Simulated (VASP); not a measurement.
# CdTe (Fm-3m) in VASP: further runs

Runs on CdTe. Level: r2SCAN. Tasks: electric field gradients.

Everything below comes from runs of VASP 6.6.1. Logs are shortened: lines on timing, memory, paths and dates and some standing lists are left out, and cuts for length are marked.

## (1) The cell of the first run

Symmetry: Fm-3m, No. 225, cubic system. Conventional cell: a = 5.313 Å, b = 5.313 Å, c = 5.313 Å, α = 90.00°, β = 90.00°, γ = 90.00°. Cd (site symmetry m-3m) has 6 Te at 2.66 Å within 3.5 Å. Te (site symmetry m-3m) has 6 Cd at 2.66 Å within 3.5 Å.

## (2) Electric field gradients, r2SCAN (volume scaled by 0.65)

POSCAR reads:

```
CdTe
1.0
    0.0000000000      2.6563776558      2.6563776558
    2.6563776558      0.0000000000      2.6563776558
    2.6563776558      2.6563776558      0.0000000000
Cd Te
1 1
Direct
    0.0000000000      0.0000000000      0.0000000000
    0.5000000000      0.5000000000      0.5000000000
```

INCAR.step1 reads:

```
PREC = Accurate ; ENCUT = 520
ISMEAR = -1 ; SIGMA = 0.05
LREAL = False ; LASPH = True
NELM = 60 ; NBANDS = 16
GGA = PE ; ALGO = Normal
EDIFF = 1E-4 ; LWAVE = True
LCHARG = False
```

INCAR.step2 reads:

```
PREC = Accurate ; ENCUT = 520
EDIFF = 1E-8 ; ISMEAR = -1
SIGMA = 0.05 ; LREAL = False
LASPH = True ; NELM = 60
ALGO = Normal ; ISIF = 2
LWAVE = False ; LCHARG = False
METAGGA = R2SCAN ; LMIXTAU = True
LEFG = True ; NBANDS = 16
ISTART = 1
```

KPOINTS reads:

```
regular mesh
0
Gamma
  10 10 10
```

Potentials or basis: VASP PAW PBE potentials, release 64 (Cd, Te).

On the command line:

```
> cat potpaw_PBE.64/Cd/POTCAR potpaw_PBE.64/Te/POTCAR > POTCAR
> cp INCAR.step1 INCAR
> mpirun -np 1 vasp_std > vasp.out
> cp INCAR.step2 INCAR
> mpirun -np 1 vasp_std > vasp.out
```

OUTCAR:

```text
PREC = Accurate
   ENCUT = 520
   EDIFF = 1E-8
   ISMEAR = -1
   LREAL = False
   LASPH = True
   NELM = 60
   ISIF = 2
   METAGGA = R2SCAN
   ISTART = 1

 ion  position               nearest neighbor table
   1  0.000  0.000  0.000-   2 2.66   2 2.66   2 2.66   2 2.66   2 2.66   2 2.66
   2  0.500  0.500  0.500-   1 2.66   1 2.66   1 2.66   1 2.66   1 2.66   1 2.66

  LATTYP: Found a face centered cubic cell.
 ALAT       =     5.3127553116

  Lattice vectors:

 A1 = (   0.0000000000,   2.6563776558,   2.6563776558)
 A2 = (   2.6563776558,   0.0000000000,   2.6563776558)
 A3 = (   2.6563776558,   2.6563776558,   0.0000000000)

Analysis of symmetry for initial positions (statically):
=====================================================================
 Subroutine PRICEL returns:
 Original cell was already a primitive cell.

 Routine SETGRP: Setting up the symmetry group for a
 face centered cubic supercell.

 Subroutine GETGRP returns: Found 48 space group operations
 (whereof 48 operations were pure point group operations)
 out of a pool of 48 trial point group operations.

The static configuration has the point symmetry O_h .

Analysis of symmetry for dynamics (positions and initial velocities):
=====================================================================
 Subroutine PRICEL returns:
 Original cell was already a primitive cell.

 Routine SETGRP: Setting up the symmetry group for a
 face centered cubic supercell.

 Subroutine GETGRP returns: Found 48 space group operations
 (whereof 48 operations were pure point group operations)
 out of a pool of 48 trial point group operations.

The dynamic configuration has the point symmetry O_h .

 Subroutine INISYM returns: Found 48 space group operations
 (whereof 48 operations are pure point group operations),
 and found     1 'primitive' translations

----------------------------------------------------------------------------------------

                                     Primitive cell

  volume of cell :      37.4886

  direct lattice vectors                    reciprocal lattice vectors
     0.000000000  2.656377656  2.656377656    -0.188226248  0.188226248  0.188226248
     2.656377656  0.000000000  2.656377656     0.188226248 -0.188226248  0.188226248
     2.656377656  2.656377656  0.000000000     0.188226248  0.188226248 -0.188226248

  length of vectors
     3.756685308  3.756685308  3.756685308     0.326017425  0.326017425  0.326017425

  position of ions in fractional coordinates (direct lattice)
     0.000000000  0.000000000  0.000000000
     0.500000000  0.500000000  0.500000000

  ion indices of the primitive-cell ions
   primitive index   ion index
                 1           1
                 2           2

----------------------------------------------------------------------------------------

 KPOINTS: regular mesh

Automatic generation of k-mesh.
 Grid dimensions read from file:
 generate k-points for:   10   10   10

 Generating k-lattice:

  Cartesian coordinates                     Fractional coordinates (reciprocal lattice)
    -0.018822625  0.018822625  0.018822625     0.100000000  0.000000000  0.000000000
     0.018822625 -0.018822625  0.018822625     0.000000000  0.100000000  0.000000000
     0.018822625  0.018822625 -0.018822625     0.000000000  0.000000000  0.100000000

  Length of vectors
     0.032601743  0.032601743  0.032601743

  Shift w.r.t. Gamma in fractional coordinates (k-lattice)
     0.000000000  0.000000000  0.000000000

 Subroutine IBZKPT returns following result:
 ===========================================

 Found     47 irreducible k-points:

 Following reciprocal coordinates:
            Coordinates               Weight
  0.000000  0.000000  0.000000      1.000000
  0.100000  0.000000  0.000000      8.000000
  0.200000  0.000000  0.000000      8.000000
  0.300000  0.000000  0.000000      8.000000
  0.400000  0.000000  0.000000      8.000000
  0.500000  0.000000  0.000000      4.000000
[... 16 lines left out ...]
  0.300000  0.300000  0.000000      6.000000
  0.400000  0.300000  0.000000     24.000000
 [... further k-points ...]
   k-points           NKPTS =     47   k-points in BZ     NKDIM =     47   number of bands    NBANDS=     16
   number of dos      NEDOS =    301   number of ions     NIONS =      2
   total plane-waves  NPLWV =  21952
   dimension x,y,z NGX =    28 NGY =   28 NGZ =   28
   dimension x,y,z NGXF=    56 NGYF=   56 NGZF=   56
   ions per type =               1   1
   NGX,Y,Z   is equivalent  to a cutoff of  12.39, 12.39, 12.39 a.u.
   NGXF,Y,Z  is equivalent  to a cutoff of  24.78, 24.78, 24.78 a.u.
 SYSTEM =  unknown system
   PREC   = accura    normal or accurate (medium, high low for compatibility)
   ISTART =      1    job   : 0-new  1-cont  2-samecut
   ICHARG =      0    charge: 1-file 2-atom 10-const
   ISPIN  =      1    spin polarized calculation?
   LNONCOLLINEAR =      F non collinear calculations
   LSORBIT =      F    spin-orbit coupling
   LASPH  =      T    aspherical Exc in radial PAW
   ENCUT  =  520.0 eV  38.22 Ry    6.18 a.u.   6.98  6.98  6.98*2*pi/ulx,y,z
   NELM   =     60;   NELMIN=  2; NELMDL=  0     # of ELM steps
   EDIFF  = 0.1E-07   stopping-criterion for ELM
   LREAL  =      F    real-space projection
   EDIFFG = 0.1E-06   stopping-criterion for IOM
   NSW    =      0    number of steps for IOM
   IBRION =     -1    ionic relax: 0-MD 1-quasi-New 2-CG
   NFREE  =      0    steps in history (QN), initial steepest desc. (CG)
   ISIF   =      2    stress and relaxation
   ISYM   =      2    0-nonsym 1-usesym 2-fastsym
   POTIM  = 0.5000    time-step for ionic-motion
   TEBEG  =    0.0;   TEEND  =   0.0 temperature during run
   PSTRESS=    0.0 pullay stress
   NELECT =      18.0000    total number of electrons
   NUPDOWN=      -1.0000    fix difference up-down
   EMIN   =  10.00;   EMAX   =-10.00  energy-range for DOS
   EFERMI =   0.00;   METHOD = LEGACY
   ISMEAR =    -1;   SIGMA  =   0.05  broadening in eV -4-tet -1-fermi 0-gaus
   EFERMI_NEDOS =   21; number of points for ismear=-14 and -15
   IALGO  =     38    algorithm
   IMIX   =      4    mixing-type and parameters
     AMIX     =   0.40;   BMIX     =  1.00
     AMIX_MAG =   1.60;   BMIX_MAG =  1.00
  volume/ion in A,a.u.               =      18.74       126.49
  Fermi-wavevector in a.u.,A,eV,Ry     =   1.281935  2.422505 22.359218  1.643356
  Thomas-Fermi vector in A             =   2.414275
   LORBIT       =      0    0 simple, 1 ext, 2 COOP (PROOUT), +10 PAW based schemes
   METAGGA = R2SCAN    functional components
   LHFCALC =     F    Hartree Fock is set to
   AEXX    =    0.0000 exact exchange contribution
   IVDW    =     0    specifies the selected vdW correction
   LEPSILON=     F    determine dielectric tensor
   LRPA    =     F    only Hartree local field effects (RPA)
 non-spin polarized calculation
  energy-cutoff  :      520.00
  volume of cell :       37.49
 maximum number of plane-waves:      1025
   NGX = 13   NGY = 13   NGZ = 13

 number of electron      17.9999999 magnetization

 Free energy of the ion-electron system (eV)
  ---------------------------------------------------
  ext. energy  EPLUGINS =         0.00000000
  ---------------------------------------------------
  free energy    TOTEN  =       -43.97824252 eV

  energy without entropy =      -43.97274960  energy(sigma->0) =      -43.97549606

 E-fermi :   9.3671     XC(G=0): -12.4747

 val. band max:        9.2766827918   @ k =  -0.2000   0.1000   0.0000
 cond. band min:       9.4040082660   @ k =   0.5000   0.0000   0.0000
 fundamental gap:      0.1273254742
 Fermi energy:         9.3670748552

 k-point     1 :       0.0000    0.0000    0.0000
  band No.  band energies     occupation
      1      -6.5253      2.00000
      2      -1.1469      2.00000
      3      -1.1469      2.00000
      4      -1.0800      2.00000
      5      -1.0800      2.00000
      6      -1.0800      2.00000
[... 8 lines left out ...]
     15      18.6455      0.00000
     16      18.6455      0.00000

 k-point     2 :       0.1000    0.0000    0.0000
  band No.  band energies     occupation
      1      -6.3705      2.00000
      2      -1.1986      2.00000
      3      -1.1986      2.00000
      4      -1.1009      2.00000
      5      -1.0593      2.00000
      6      -1.0593      2.00000
[... 8 lines left out ...]
     15      17.9138      0.00000
     16      17.9138      0.00000
[... 387 lines left out ...]
      5      -0.8742      2.00000
      6      -0.8742      2.00000
[... 8 lines left out ...]
     15      22.0153      0.00000
     16      23.3372      0.00000

 k-point    24 :       0.4000    0.3000    0.0000
  band No.  band energies     occupation
      1      -4.8621      2.00000
      2      -1.2729      2.00000
      3      -1.1080      2.00000
      4      -1.1037      2.00000
      5      -0.7846      2.00000
      6      -0.7137      2.00000
[... 8 lines left out ...]
     15      22.9011      0.00000
     16      23.4660      0.00000

 [... further k-points ...]
[... 5 lines left out ...]
  --------------------------------------------------------------------------------------
  -------------------------------------------------------------------------------------
  Total       13.6399133     13.6399133     13.6399133     -0.0000000     -0.0000000      0.0000000
  in kB      582.9385024    582.9385024    582.9385024     -0.0000000     -0.0000000      0.0000000
  external PRESSURE =     582.9385024 kB  Pullay stress =       0.0000000 kB

 VOLUME and BASIS-vectors are now :
 -----------------------------------------------------------------------------
  energy-cutoff  :      520.00
  volume of cell :       37.49
      direct lattice vectors                 reciprocal lattice vectors
     0.000000000  2.656377656  2.656377656    -0.188226248  0.188226248  0.188226248
     2.656377656  0.000000000  2.656377656     0.188226248 -0.188226248  0.188226248
     2.656377656  2.656377656  0.000000000     0.188226248  0.188226248 -0.188226248

 POSITION                                       TOTAL-FORCE (eV/Angst)
 -----------------------------------------------------------------------------------
      0.00000      0.00000      0.00000         0.000000      0.000000      0.000000
      2.65638      2.65638      2.65638        -0.000000     -0.000000     -0.000000
 -----------------------------------------------------------------------------------
    total drift:                               -0.000000      0.000000      0.000000

  FREE ENERGIE OF THE ION-ELECTRON SYSTEM (eV)
  ---------------------------------------------------
  free  energy   TOTEN  =       -43.9782425207 eV

  energy  without entropy=      -43.9727496017  energy(sigma->0) =      -43.97549606

 Electric field gradients (V/A^2)
---------------------------------------------------------------------
 ion       V_xx      V_yy      V_zz      V_xy      V_xz      V_yz
---------------------------------------------------------------------
   1       0.000     0.000    -0.000    -0.001    -0.001    -0.001
   2      -0.000     0.000     0.000     0.000     0.000     0.000
---------------------------------------------------------------------

 Electric field gradients after diagonalization (V/A^2)
 (convention: |V_zz| > |V_xx| > |V_yy|)
----------------------------------------------------------------------
 ion       V_xx      V_yy      V_zz     asymmetry (V_yy - V_xx)/ V_zz
----------------------------------------------------------------------
   1       0.001     0.001    -0.002       0.000
   2      -0.000    -0.000     0.000       0.000
----------------------------------------------------------------------

           NMR quadrupolar parameters

 Cq : quadrupolar parameter    Cq=e*Q*V_zz/h
 eta: asymmetry parameters     (V_yy - V_xx)/ V_zz
 Q  : nuclear electric quadrupole moment in mb (millibarn)
----------------------------------------------------------------------
 ion       Cq(MHz)       eta       Q (mb)
----------------------------------------------------------------------
   1      -0.000       0.000       1.000
   2       0.000       0.000       1.000
----------------------------------------------------------------------
```

Run time: 1.9 min. Hardware: 1 thread of AMD EPYC 9R45 (Zen 5), shared host; peak memory 0.15 GiB.

Results:

```yaml
Free_energy: -43.9782 eV
Pressure: 58.3 GPa
Band_gap_on_the_k_mesh: zero (band 9 reaches 9.48 eV, above the bottom of band 10 at 7.89 eV)
```

Caveat: without QUAD_EFG the Cq values of the log hold for a quadrupole moment of 1 mb, not for the nuclei; the PAW data sets were made with another functional, which shifts forces and pressure a little; spin-orbit coupling is left out, which moves the levels of the heavy elements.

[end of part 1 of 2]
